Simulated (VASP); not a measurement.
# KBr (Pm-3m) in VASP: a series of runs

KBr is run at these levels: r2SCAN; tasks: single point.

All numbers are computed with VASP 6.6.1; they aren't measurements. Logs are shortened: lines on timing, memory, paths and dates and some standing lists are left out, and cuts for length are marked.

**1. The cell of the first run**

Symmetry: Pm-3m, No. 221, cubic system. Conventional cell: a = 3.976 Å, b = 3.976 Å, c = 3.976 Å, α = 90.00°, β = 90.00°, γ = 90.00°. K (site symmetry m-3m) has 8 Br at 3.44 Å and 6 K at 3.98 Å within 4.5 Å. Within 4.5 Å of Br (site symmetry m-3m) lie 8 K at 3.44 Å and 6 Br at 3.98 Å.

**2. Single point, r2SCAN**

Input file POSCAR:

```
KBr
1.0
    3.9758690659      0.0000000000      0.0000000000
    0.0000000000      3.9758690659      0.0000000000
    0.0000000000      0.0000000000      3.9758690659
K Br
1 1
Direct
    0.0000000000      0.0000000000      0.0000000000
    0.5000000000      0.5000000000      0.5000000000
```

Input file INCAR.step1:

```
SYSTEM = KBr
PREC = Accurate
ENCUT = 520
ISMEAR = 0
SIGMA = 0.01
LREAL = .False.
LASPH = .True.
NELM = 100
NBANDS = 15
GGA = PE
ALGO = Normal
EDIFF = 1E-4
LWAVE = .True.
LCHARG = .False.
```

Input file INCAR.step2:

```
SYSTEM = KBr
PREC = Accurate
ENCUT = 520
EDIFF = 1E-7
ISMEAR = 0
SIGMA = 0.01
LREAL = .False.
LASPH = .True.
NELM = 100
ALGO = Normal
ISIF = 2
LWAVE = .False.
LCHARG = .False.
METAGGA = R2SCAN
LMIXTAU = .True.
NBANDS = 15
ISTART = 1
```

Input file KPOINTS:

```
regular mesh
0
Gamma
  6 6 6
  0 0 0
```

Potentials or basis: VASP PAW PBE potentials, release 64 (K_sv, Br).

Started as:

```
cat potpaw_PBE.64/K_sv/POTCAR potpaw_PBE.64/Br/POTCAR > POTCAR
cp INCAR.step1 INCAR
mpirun -np 1 vasp_std > vasp.out
cp INCAR.step2 INCAR
mpirun -np 1 vasp_std > vasp.out
```

OUTCAR:

```text
SYSTEM = KBr
   PREC = Accurate
   ENCUT = 520
   EDIFF = 1E-7
   ISMEAR = 0
   LREAL = .False.
   LASPH = .True.
   NELM = 100
   ISIF = 2
   METAGGA = R2SCAN
   ISTART = 1

 ion  position               nearest neighbor table
   1  0.000  0.000  0.000-
   2  0.500  0.500  0.500-

  LATTYP: Found a simple cubic cell.
 ALAT       =     3.9758690659

  Lattice vectors:

 A1 = (   3.9758690659,   0.0000000000,   0.0000000000)
 A2 = (   0.0000000000,   3.9758690659,   0.0000000000)
 A3 = (   0.0000000000,   0.0000000000,   3.9758690659)

Analysis of symmetry for initial positions (statically):
=====================================================================
 Subroutine PRICEL returns:
 Original cell was already a primitive cell.

 Routine SETGRP: Setting up the symmetry group for a
 simple cubic supercell.

 Subroutine GETGRP returns: Found 48 space group operations
 (whereof 48 operations were pure point group operations)
 out of a pool of 48 trial point group operations.

The static configuration has the point symmetry O_h .

Analysis of symmetry for dynamics (positions and initial velocities):
=====================================================================
 Subroutine PRICEL returns:
 Original cell was already a primitive cell.

 Routine SETGRP: Setting up the symmetry group for a
 simple cubic supercell.

 Subroutine GETGRP returns: Found 48 space group operations
 (whereof 48 operations were pure point group operations)
 out of a pool of 48 trial point group operations.

The dynamic configuration has the point symmetry O_h .

 Subroutine INISYM returns: Found 48 space group operations
 (whereof 48 operations are pure point group operations),
 and found     1 'primitive' translations

----------------------------------------------------------------------------------------

                                     Primitive cell

  volume of cell :      62.8487

  direct lattice vectors                    reciprocal lattice vectors
     3.975869066  0.000000000  0.000000000     0.251517337  0.000000000  0.000000000
     0.000000000  3.975869066  0.000000000     0.000000000  0.251517337  0.000000000
     0.000000000  0.000000000  3.975869066     0.000000000  0.000000000  0.251517337

  length of vectors
     3.975869066  3.975869066  3.975869066     0.251517337  0.251517337  0.251517337

  position of ions in fractional coordinates (direct lattice)
     0.000000000  0.000000000  0.000000000
     0.500000000  0.500000000  0.500000000

  ion indices of the primitive-cell ions
   primitive index   ion index
                 1           1
                 2           2

----------------------------------------------------------------------------------------

 KPOINTS: regular mesh

Automatic generation of k-mesh.
 Grid dimensions read from file:
 generate k-points for:    6    6    6

 Generating k-lattice:

  Cartesian coordinates                     Fractional coordinates (reciprocal lattice)
     0.041919556  0.000000000  0.000000000     0.166666667  0.000000000  0.000000000
     0.000000000  0.041919556  0.000000000     0.000000000  0.166666667  0.000000000
     0.000000000  0.000000000  0.041919556     0.000000000  0.000000000  0.166666667

  Length of vectors
     0.041919556  0.041919556  0.041919556

  Shift w.r.t. Gamma in fractional coordinates (k-lattice)
     0.000000000  0.000000000  0.000000000

 Subroutine IBZKPT returns following result:
 ===========================================

 Found     20 irreducible k-points:

 Following reciprocal coordinates:
            Coordinates               Weight
  0.000000  0.000000  0.000000      1.000000
  0.166667  0.000000  0.000000      6.000000
  0.333333  0.000000  0.000000      6.000000
  0.500000  0.000000  0.000000      3.000000
  0.166667  0.166667  0.000000     12.000000
  0.333333  0.166667  0.000000     24.000000
[... 12 lines left out ...]
  0.500000  0.500000  0.333333      6.000000
  0.500000  0.500000  0.500000      1.000000
   k-points           NKPTS =     20   k-points in BZ     NKDIM =     20   number of bands    NBANDS=     15
   number of dos      NEDOS =    301   number of ions     NIONS =      2
   total plane-waves  NPLWV =  27000
   dimension x,y,z NGX =    30 NGY =   30 NGZ =   30
   dimension x,y,z NGXF=    60 NGYF=   60 NGZF=   60
   ions per type =               1   1
   NGX,Y,Z   is equivalent  to a cutoff of  12.54, 12.54, 12.54 a.u.
   NGXF,Y,Z  is equivalent  to a cutoff of  25.09, 25.09, 25.09 a.u.
 SYSTEM =  KBr
   PREC   = accura    normal or accurate (medium, high low for compatibility)
   ISTART =      1    job   : 0-new  1-cont  2-samecut
   ICHARG =      0    charge: 1-file 2-atom 10-const
   ISPIN  =      1    spin polarized calculation?
   LNONCOLLINEAR =      F non collinear calculations
   LSORBIT =      F    spin-orbit coupling
   LASPH  =      T    aspherical Exc in radial PAW
   ENCUT  =  520.0 eV  38.22 Ry    6.18 a.u.   7.39  7.39  7.39*2*pi/ulx,y,z
   NELM   =    100;   NELMIN=  2; NELMDL=  0     # of ELM steps
   EDIFF  = 0.1E-06   stopping-criterion for ELM
   LREAL  =      F    real-space projection
   EDIFFG = 0.1E-05   stopping-criterion for IOM
   NSW    =      0    number of steps for IOM
   IBRION =     -1    ionic relax: 0-MD 1-quasi-New 2-CG
   NFREE  =      0    steps in history (QN), initial steepest desc. (CG)
   ISIF   =      2    stress and relaxation
   ISYM   =      2    0-nonsym 1-usesym 2-fastsym
   POTIM  = 0.5000    time-step for ionic-motion
   TEBEG  =    0.0;   TEEND  =   0.0 temperature during run
   PSTRESS=    0.0 pullay stress
   NELECT =      16.0000    total number of electrons
   NUPDOWN=      -1.0000    fix difference up-down
   EMIN   =  10.00;   EMAX   =-10.00  energy-range for DOS
   EFERMI =   0.00;   METHOD = LEGACY
   ISMEAR =     0;   SIGMA  =   0.01  broadening in eV -4-tet -1-fermi 0-gaus
   EFERMI_NEDOS =   21; number of points for ismear=-14 and -15
   IALGO  =     38    algorithm
   IMIX   =      4    mixing-type and parameters
     AMIX     =   0.40;   BMIX     =  1.00
     AMIX_MAG =   1.60;   BMIX_MAG =  1.00
  volume/ion in A,a.u.               =      31.42       212.06
  Fermi-wavevector in a.u.,A,eV,Ry     =   1.037567  1.960717 14.647283  1.076545
  Thomas-Fermi vector in A             =   2.172011
   LORBIT       =      0    0 simple, 1 ext, 2 COOP (PROOUT), +10 PAW based schemes
   METAGGA = R2SCAN    functional components
   LHFCALC =     F    Hartree Fock is set to
   AEXX    =    0.0000 exact exchange contribution
   IVDW    =     0    specifies the selected vdW correction
   LEPSILON=     F    determine dielectric tensor
   LRPA    =     F    only Hartree local field effects (RPA)
 non-spin polarized calculation
 Gauss-broadening in eV      SIGMA  =   0.01
  energy-cutoff  :      520.00
  volume of cell :       62.85
 maximum number of plane-waves:      1743
 NGX is ok and might be reduce to    30
   NGX = 15   NGY = 15   NGZ = 15

 number of electron      15.9999996 magnetization

 Free energy of the ion-electron system (eV)
  ---------------------------------------------------
  ext. energy  EPLUGINS =         0.00000000
  ---------------------------------------------------
  free energy    TOTEN  =       -23.14366865 eV

  energy without entropy =      -23.14366865  energy(sigma->0) =      -23.14366865

 E-fermi :  -0.7338     XC(G=0):  -8.4225

 val. band max:       -0.8894242293   @ k =   0.5000   0.5000   0.0000
 cond. band min:       3.8827230857   @ k =   0.0000   0.0000   0.0000
 fundamental gap:      4.7721473151
 Fermi energy:        -0.7337826915

 k-point     1 :       0.0000    0.0000    0.0000
  band No.  band energies     occupation
      1     -30.6351      2.00000
      2     -14.2178      2.00000
      3     -13.2867      2.00000
      4     -13.2867      2.00000
      5     -13.2867      2.00000
      6      -1.1693      2.00000
      7      -1.1693      2.00000
      8      -1.1693      2.00000
      9       3.8827      0.00000
     10       5.4603      0.00000
     11       5.4603      0.00000
     12       9.6659      0.00000
     13       9.6659      0.00000
     14       9.6659      0.00000
     15      12.3729      0.00000

 k-point     2 :       0.1667    0.0000    0.0000
  band No.  band energies     occupation
      1     -30.6321      2.00000
      2     -14.2611      2.00000
      3     -13.2810      2.00000
      4     -13.2810      2.00000
      5     -13.2345      2.00000
      6      -1.7400      2.00000
      7      -1.1631      2.00000
      8      -1.1631      2.00000
      9       4.5162      0.00000
     10       5.6863      0.00000
     11       6.0910      0.00000
     12       9.5852      0.00000
     13       9.5852      0.00000
     14       9.7937      0.00000
     15      11.3532      0.00000

 k-point     3 :       0.3333    0.0000    0.0000
  band No.  band energies     occupation
      1     -30.6260      2.00000
      2     -14.3444      2.00000
      3     -13.2694      2.00000
      4     -13.2694      2.00000
      5     -13.1291      2.00000
      6      -2.6163      2.00000
      7      -1.1513      2.00000
      8      -1.1513      2.00000
      9       5.7111      0.00000
     10       6.3158      0.00000
     11       7.3506      0.00000
     12       9.5776      0.00000
     13       9.5776      0.00000
     14       9.6754      0.00000
     15      10.0905      0.00000
[... 271 lines left out ...]
 k-point    19 :       0.5000    0.5000    0.3333
  band No.  band energies     occupation
      1     -30.6035      2.00000
      2     -13.8126      2.00000
      3     -13.4199      2.00000
      4     -13.4199      2.00000
      5     -13.3698      2.00000
      6      -2.4353      2.00000
      7      -2.4353      2.00000
      8      -2.1231      2.00000
      9       6.4702      0.00000
     10       7.3825      0.00000
     11       7.3825      0.00000
     12       8.7948      0.00000
     13       9.7707      0.00000
     14       9.7707      0.00000
     15      11.1958      0.00000

 k-point    20 :       0.5000    0.5000    0.5000
  band No.  band energies     occupation
      1     -30.6008      2.00000
      2     -13.7737      2.00000
      3     -13.4099      2.00000
      4     -13.4099      2.00000
      5     -13.4099      2.00000
      6      -2.4504      2.00000
      7      -2.4504      2.00000
      8      -2.4504      2.00000
      9       7.2572      0.00000
     10       7.2572      0.00000
     11       7.2572      0.00000
     12       9.5262      0.00000
     13       9.5262      0.00000
     14       9.5262      0.00000
     15      11.2213      0.00000

------------------------ aborting loop because EDIFF is reached ----------------------------------------

  FORCE on cell =-STRESS in cart. coord.  units (eV):
  Direction    XX          YY          ZZ          XY          YZ          ZX
  --------------------------------------------------------------------------------------
  -------------------------------------------------------------------------------------
  Total       -0.0028427     -0.0028427     -0.0028427      0.0000000      0.0000000      0.0000000
  in kB       -0.0724690     -0.0724690     -0.0724690      0.0000000      0.0000000      0.0000000
  external PRESSURE =      -0.0724690 kB  Pullay stress =       0.0000000 kB

 VOLUME and BASIS-vectors are now :
 -----------------------------------------------------------------------------
  energy-cutoff  :      520.00
  volume of cell :       62.85
      direct lattice vectors                 reciprocal lattice vectors
     3.975869066  0.000000000  0.000000000     0.251517337  0.000000000  0.000000000
     0.000000000  3.975869066  0.000000000     0.000000000  0.251517337  0.000000000
     0.000000000  0.000000000  3.975869066     0.000000000  0.000000000  0.251517337

 POSITION                                       TOTAL-FORCE (eV/Angst)
 -----------------------------------------------------------------------------------
      0.00000      0.00000      0.00000         0.000000      0.000000      0.000000
      1.98793      1.98793      1.98793         0.000000      0.000000      0.000000
 -----------------------------------------------------------------------------------
    total drift:                                0.000000      0.000000     -0.000000

  FREE ENERGIE OF THE ION-ELECTRON SYSTEM (eV)
  ---------------------------------------------------
  free  energy   TOTEN  =       -23.1436686516 eV

  energy  without entropy=      -23.1436686516  energy(sigma->0) =      -23.14366865
```

It took 2.2 min on 1 thread of Intel Xeon 8259CL, shared host; peak memory 0.18 GiB.

Results:

| Property | Result |
| --- | --- |
| Free energy | -23.1437 eV |
| Pressure | 0.0 GPa |
| Band gap on the k mesh | 4.77 eV (least direct gap 5.05 eV) |

Levels at points of the mesh, in eV from the valence-band top:
```
           k point  band 4  band 5  band 6  band 7  band 8  band 9  band 10  band 11  band 12  band 13
(0.00, 0.00, 0.00)  -12.40  -12.40   -0.28   -0.28   -0.28    4.77     6.35     6.35    10.56    10.56
(0.50, 0.00, 0.00)  -12.37  -12.19   -2.09   -0.26   -0.26    7.41     7.78     8.67     9.59    10.62
(0.50, 0.50, 0.00)  -12.56  -12.36   -1.50   -1.50    0.00    5.84     7.27     8.79     8.79    11.46
(0.50, 0.50, 0.50)  -12.52  -12.52   -1.56   -1.56   -1.56    8.15     8.15     8.15    10.42    10.42
```

Caveat: the PAW data sets were made with another functional, which shifts forces and pressure a little. A k mesh can miss the band edges.

**3. Single point, r2SCAN (32.37 Å³/atom)**

This run uses another cell than the first one, of 32.37 Å³/atom.

Input file POSCAR:

```
KBr
1.0
    4.0152366664      0.0000000000      0.0000000000
    0.0000000000      4.0152366664      0.0000000000
    0.0000000000      0.0000000000      4.0152366664
K Br
1 1
Direct
    0.0000000000      0.0000000000      0.0000000000
    0.5000000000      0.5000000000      0.5000000000
```

Input file INCAR.step1:

```
SYSTEM = KBr
  PREC = Accurate
  ENCUT = 520
  ISMEAR = 0
  SIGMA = 0.01
  LREAL = .FALSE.
  LASPH = .TRUE.
  NELM = 80
  NBANDS = 15
  GGA = PE
  ALGO = Normal
  EDIFF = 1E-4
  LWAVE = .TRUE.
  LCHARG = .FALSE.
```

Input file INCAR.step2:

```
SYSTEM = KBr
  PREC = Accurate
  ENCUT = 520
  EDIFF = 1E-6
  ISMEAR = 0
  SIGMA = 0.01
  LREAL = .FALSE.
  LASPH = .TRUE.
  NELM = 80
  ALGO = Normal
  ISIF = 2
  LWAVE = .FALSE.
  LCHARG = .FALSE.
  METAGGA = R2SCAN
  LMIXTAU = .TRUE.
  NBANDS = 15
  ISTART = 1
```

Input file KPOINTS:

```
regular mesh
0
G
  6 6 6
  0 0 0
```

Potentials or basis: VASP PAW PBE potentials, release 64 (K_sv, Br).

Started as:

```
cat potpaw_PBE.64/K_sv/POTCAR potpaw_PBE.64/Br/POTCAR > POTCAR
cp INCAR.step1 INCAR
mpirun -np 1 vasp_std > vasp.out
cp INCAR.step2 INCAR
mpirun -np 1 vasp_std > vasp.out
```

It took 1.8 min on 1 thread of Intel Xeon 8259CL, shared host; peak memory 0.18 GiB.

The run converged. Its results:

| Item | Value |
| --- | --- |
| Free energy | -23.1408 eV |
| Pressure | -0.5 GPa |
| Band gap on the k mesh | 4.67 eV (least direct gap 4.94 eV) |

Levels at points of the mesh, in eV from the valence-band top:
```csv
k point,band 4,band 5,band 6,band 7,band 8,band 9,band 10,band 11,band 12,band 13
"(0.00, 0.00, 0.00)",-12.44,-12.44,-0.27,-0.27,-0.27,4.67,6.39,6.39,10.50,10.50
"(0.50, 0.00, 0.00)",-12.42,-12.23,-2.00,-0.24,-0.24,7.28,7.78,8.51,9.59,10.54
"(0.50, 0.50, 0.00)",-12.58,-12.40,-1.44,-1.44,0.00,5.84,7.24,8.78,8.78,11.24
"(0.50, 0.50, 0.50)",-12.55,-12.55,-1.48,-1.48,-1.48,8.08,8.08,8.08,10.29,10.29
```

Caveat: the PAW data sets were made with another functional, which shifts forces and pressure a little.

**4. Single point, r2SCAN (33.31 Å³/atom)**

This run uses another cell than the first one, of 33.31 Å³/atom.

Input file POSCAR:

```
KBr
1.0
    4.0538470798      0.0000000000      0.0000000000
    0.0000000000      4.0538470798      0.0000000000
    0.0000000000      0.0000000000      4.0538470798
K Br
1 1
Direct
    0.0000000000      0.0000000000      0.0000000000
    0.5000000000      0.5000000000      0.5000000000
```

Input file INCAR.step1:

```
  ALGO = Normal
  EDIFF = 1E-4
  ENCUT = 520
  GGA = PE
  ISMEAR = 0
  LASPH = True
  LCHARG = False
  LREAL = False
  LWAVE = True
  NBANDS = 15
  NELM = 60
  PREC = Accurate
  SIGMA = 0.01
```

Input file INCAR.step2:

```
  ALGO = Normal
  EDIFF = 1E-6
  ENCUT = 520
  ISIF = 2
  ISMEAR = 0
  ISTART = 1
  LASPH = True
  LCHARG = True
  LELF = True
  LMIXTAU = True
  LREAL = False
  LVHAR = True
  LWAVE = False
  METAGGA = R2SCAN
  NBANDS = 15
  NELM = 60
  PREC = Accurate
  SIGMA = 0.01
```

Input file KPOINTS:

```
k-points
0
Gamma
  6 6 6
```

Started as:

```
cat potpaw_PBE.64/K_sv/POTCAR potpaw_PBE.64/Br/POTCAR > POTCAR
cp INCAR.step1 INCAR
mpirun -np 1 vasp_std > vasp.out
cp INCAR.step2 INCAR
mpirun -np 1 vasp_std > vasp.out
```

It took 1.7 min on 1 thread of Intel Xeon 8259CL, shared host; peak memory 0.18 GiB.

It converged, with:

```
Free energy            : -23.1323 eV
Pressure               : -1.0 GPa
Band gap on the k mesh : 4.57 eV (least direct gap 4.83 eV)
```

Levels at points of the mesh, in eV from the valence-band top:
| k point | band 6 | band 7 | band 8 | band 9 | band 10 | band 11 |
| --- | --- | --- | --- | --- | --- | --- |
| (0.00, 0.00, 0.00) | -0.26 | -0.26 | -0.26 | 4.57 | 6.43 | 6.43 |
| (0.50, 0.00, 0.00) | -1.91 | -0.23 | -0.23 | 7.17 | 7.77 | 8.35 |
| (0.50, 0.50, 0.00) | -1.39 | -1.39 | 0.00 | 5.84 | 7.22 | 8.77 |
| (0.50, 0.50, 0.50) | -1.41 | -1.41 | -1.41 | 8.01 | 8.01 | 8.01 |

Caveat: the PAW data sets were made with another functional, which shifts forces and pressure a little. A k mesh can miss the band edges.

**5. The runs side by side**

| cell | gap on the mesh (eV) | pressure (GPa) |
| --- | --- | --- |
| a = 3.976 Å, 2 atoms | 4.77 | 0.0 |
| a = 4.015 Å, 2 atoms | 4.67 | -0.5 |
| a = 4.054 Å, 2 atoms | 4.57 | -1.0 |

Alike in all rows: task single point; level r2SCAN; potentials or basis VASP PAW PBE potentials, release 64 (K_sv, Br); no spin polarisation; k mesh 6 × 6 × 6; cutoff (eV) 520; smearing gaussian 0.01 eV.

Caveats: the PAW data sets were made with another functional, which shifts forces and pressure a little.

Total energies depend on the potentials used, so only differences within one code and one set of settings carry meaning.
